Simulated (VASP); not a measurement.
Crystal: Bi.

```
Bi
1.0
     2.26750    1.30914    3.93800
    -2.26750    1.30914    3.93800
     0.00000   -2.61828    3.93800
Bi
2
Cartesian
  0.0000 0.0000 2.7645
  0.0000 0.0000 9.0495
```

| Property | Result |
| --- | --- |
| Program | VASP 6.6.1 |
| Task | relaxation of cell and atoms |
| Functional | r2SCAN |
| Potentials or basis | VASP PAW PBE potentials, release 64 (Bi_d) |
| Cutoff | 600 eV |
| k mesh | 12 × 12 × 12 |
| Occupations | methfessel-paxton, width 0.1 eV |
| Spin | no spin polarisation |

At the start: pressure 1.3 GPa; volume 35.07 Å³/atom.

Problem. How do energy, volume and symmetry change on relaxing?

Solution. Over 17 steps the energy falls by 7.2 meV/atom and the volume is 36.67 Å³/atom (+4.6 %); space group R-3m (No. 166, to 0.1 Å) before and after.

Step by step:
| step | energy change (eV) | largest force (eV/Å) | pressure (GPa) | volume (Å³) |
| --- | --- | --- | --- | --- |
| 1 | 0.0000 | 0.0500 | 1.29 | 70.14 |
| 2 | -0.0058 | 0.1697 | -0.74 | 73.05 |
| 3 | -0.0079 | 0.0958 | -0.04 | 72.04 |
| 4 | -0.0098 | 0.0834 | -0.03 | 72.21 |
| 5 | -0.0134 | 0.0462 | 0.03 | 72.72 |
| 6 | -0.0126 | 0.0484 | 0.25 | 73.68 |
| 7 | -0.0143 | 0.0053 | 0.10 | 73.15 |
| 8 | -0.0143 | 0.0084 | 0.11 | 73.12 |
| 9 | -0.0142 | 0.0336 | -0.39 | 73.70 |
| 10 | -0.0144 | 0.0124 | 0.03 | 73.27 |
| 11 | -0.0144 | 0.0139 | 0.07 | 73.31 |
| 12 | -0.0144 | 0.0196 | 0.00 | 73.51 |
| 13 | -0.0143 | 0.0233 | -0.06 | 73.57 |
| 14 | -0.0143 | 0.0228 | -0.16 | 73.53 |
| 15 | -0.0144 | 0.0223 | -0.13 | 73.51 |
| 16 | -0.0141 | 0.0348 | 0.27 | 73.00 |
| 17 | -0.0144 | 0.0044 | 0.01 | 73.35 |

Final structure:
```yaml
crystal:
  lattice:
    - [2.26585, 1.30819, 4.12424]
    - [-2.26585, 1.30819, 4.12424]
    - [0.00000, -2.61638, 4.12424]
  atoms:
    - { symbol: Bi, position: [0.23174, 0.23174, 0.23174] }
    - { symbol: Bi, position: [0.76826, 0.76826, 0.76826] }
```

Caveat: the PAW data sets were made with another functional, which shifts forces and pressure a little.
